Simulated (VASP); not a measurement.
Here is a VASP 6.6.1 calculation.

Contents of INCAR:

```
ALGO = Normal ; EDIFF = 1E-6
ENCUT = 520 ; GGA = PE
ISIF = 2 ; ISMEAR = -1
LASPH = T ; LCHARG = F
LREAL = F ; LWAVE = F
NBANDS = 12 ; NELM = 80
PREC = Accurate ; SIGMA = 0.06122561905347299
```

KPOINTS

```
k-points
0
Gamma
  12 12 12
```

POSCAR

```
La
1.0
   -2.0858305957      2.0858305957      2.0858305957
    2.0858305957     -2.0858305957      2.0858305957
    2.0858305957      2.0858305957     -2.0858305957
La
1
Direct
    0.0000000000      0.0000000000      0.0000000000
```

Potentials or basis: VASP PAW PBE potentials, release 64 (La).

Run with:

```sh
$ cat potpaw_PBE.64/La/POTCAR > POTCAR
$ mpirun -np 1 vasp_std > vasp.out
```

Question: Estimate the pressure.

Answer: 1.3 GPa.

Question: Predict the band gap on the k mesh.

Answer: Zero (an odd number of electrons rules out a gap without spin polarisation).

Caveat: spin-orbit coupling is left out, which moves the levels of the heavy elements.
